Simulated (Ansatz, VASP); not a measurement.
**Two plane-wave programs on TiGeSb**

```
Ti Ge Sb
1.0
     3.63518    0.00000    0.00000
     0.00000    3.63518    0.00000
     0.00000    0.00000    8.06500
Ti Ge Sb
2 2 2
Direct
  0.50000 0.00000 0.24875
  0.00000 0.50000 0.75125
  0.00000 0.00000 0.00000
  0.50000 0.50000 0.00000
  0.50000 0.00000 0.61556
  0.00000 0.50000 0.38444
```

Alike in both runs: task single point; functional LDA; k mesh 6 × 6 × 3; occupations fermi-dirac, width 0.05 eV; no spin polarisation.

|  | VASP | Ansatz |
| --- | --- | --- |
| version | VASP 6.6.1 | Ansatz 0.2.0 |
| potentials or method | VASP PAW LDA potentials, release 64 (Ti_sv, Ge_d, Sb), cutoff 520 eV | plane waves, PAW |
| valence electrons in the cell | 62 | 82 |

Ansatz gave:

```
pressure (GPa)                                                : 0.6
traceless stress, the component that is largest in VASP (GPa) : -0.10
```

Q: Which values does VASP return?

A: Pressure (GPa): 0.8; traceless stress, the component that is largest in VASP (GPa): -0.09.

LDA's correlation is that of Perdew and Zunger in VASP and of Perdew and Wang (1992) in Ansatz. VASP's potentials hold 62 valence electrons a cell and Ansatz's 82, so a difference there can come from the potentials and not from the codes.

Spin-orbit coupling is off throughout.
